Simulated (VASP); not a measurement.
Crystal: Al3Ni2.

```
CELL_PARAMETERS angstrom
4.11764 0.00000 0.00000
-2.05882 3.56598 0.00000
0.00000 0.00000 5.11065
ATOMIC_POSITIONS crystal
Al 0.00000 0.00000 0.00000
Al 0.33333 0.66667 0.64349
Al 0.66667 0.33333 0.35651
Ni 0.33333 0.66667 0.16692
Ni 0.66667 0.33333 0.83308
```

```yaml
Program: VASP 6.6.1
Task: relaxation of cell and atoms
Functional: r2SCAN
Potentials_or_basis: VASP PAW PBE potentials, release 64 (Al, Ni)
Cutoff: 600 eV
k_mesh: 6 × 6 × 4
Occupations: gaussian, width 0.1 eV
Spin: no spin polarisation
```

At the start: pressure -12.1 GPa; volume 15.01 Å³/atom.

Problem. Where does the relaxation end?

Solution. Over 8 steps the energy falls by 94.8 meV/atom and the volume is 13.52 Å³/atom (-9.9 %); space group P-3m1 (No. 164, to 0.1 Å) before and after.

The path:
```
step  energy change (eV)  largest force (eV/Å)  pressure (GPa)  volume (Å³)
   1              0.0000                0.9511          -12.06        75.04
   2             -0.3106                0.7699           10.28        63.42
   3             -0.4007                0.9168            1.52        66.78
   4             -0.4649                0.2596            1.08        66.99
   5             -0.4685                0.2183            1.13        67.05
   6             -0.4721                0.0740           -0.95        67.98
   7             -0.4726                0.1107           -0.49        67.74
   8             -0.4741                0.0307           -0.16        67.58
```

Final structure:
```
CELL_PARAMETERS angstrom
4.01617 0.00000 0.00000
-2.00809 3.47811 0.00000
0.00000 0.00000 4.83776
ATOMIC_POSITIONS crystal
Al 0.00000 0.00000 0.00000
Al 0.33333 0.66667 0.64881
Al 0.66667 0.33333 0.35119
Ni 0.33333 0.66667 0.14733
Ni 0.66667 0.33333 0.85267
```

Caveat: the PAW data sets were made with another functional, which shifts forces and pressure a little; the relaxation stopped at a loose force limit of 0.05 eV/Å, so its end isn't a converged minimum.
